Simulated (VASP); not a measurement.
Wanted: the native input for a VASP 6.6.1 run.

```yaml
Task: single point
Functional: PBE
Potentials_or_basis: VASP PAW PBE potentials, release 64 (Tb_3, Ge_d, O), 4f in core
Cutoff: 600 eV
k_mesh: 8 × 8 × 8
Occupations: gaussian, width 0.1 eV
Spin: no spin polarisation
Dipole_correction: no
Further_INCAR_settings: ALGO = Normal; EDIFF = 1e-06; NBANDS = 48
```

The structure of Tb2GeO lies in POSCAR:

```
Tb2GeO
1.0
   -3.6278100358      3.6278100358      2.9452709106
    3.6278100358     -3.6278100358      2.9452709106
    3.6278100358      3.6278100358     -2.9452709106
Tb Ge O
4 2 2
Direct
    0.6592162842      0.1592162842      0.8184325685
    0.3407837158      0.8407837158      0.1815674315
    0.1592162842      0.3407837158      0.5000000000
    0.8407837158      0.6592162842      0.5000000000
    0.7500000000      0.7500000000      0.0000000000
    0.2500000000      0.2500000000      0.0000000000
    0.7500000000      0.2500000000      0.5000000000
    0.2500000000      0.7500000000      0.5000000000
```

These files were run (other wordings do the same):

INCAR

```
SYSTEM = Tb2GeO
ALGO = Normal
EDIFF = 1E-6
ENCUT = 600
GGA = PE
GGA_COMPAT = .False.
ISIF = 2
ISMEAR = 0
LASPH = .True.
LCHARG = .True.
LELF = .True.
LMAXMIX = 6
LREAL = .False.
LVHAR = .True.
LWAVE = .False.
NBANDS = 48
NELM = 200
PREC = Accurate
SIGMA = 0.1
```

KPOINTS

```
k-points
0
Gamma
  8 8 8
  0 0 0
```

Potentials or basis: VASP PAW PBE potentials, release 64 (Tb_3, Ge_d, O), 4f in core.

The run is started by

```sh
$ cat potpaw_PBE.64/Tb_3/POTCAR potpaw_PBE.64/Ge_d/POTCAR potpaw_PBE.64/O/POTCAR > POTCAR
$ mpirun -np 1 vasp_std > vasp.out
```

Results of the run:

- Pressure: 6.4 GPa
- Largest force: 0.156 eV/Å
- Band gap on the k mesh: zero (bands 38 and 39 overlap by 0.14 eV)

Caveat: the cell stands under pressure; spin-orbit coupling is left out, which moves the levels of the heavy elements; the 4f electrons are frozen in the core, so they carry no moment and show no levels; the run has no spin polarisation, though such a crystal can be magnetic.

Wall time 5.5 min on 1 thread of Intel(R) Xeon(R) 6975P-C (Granite Rapids) (shared host), peak memory 0.64 GiB.
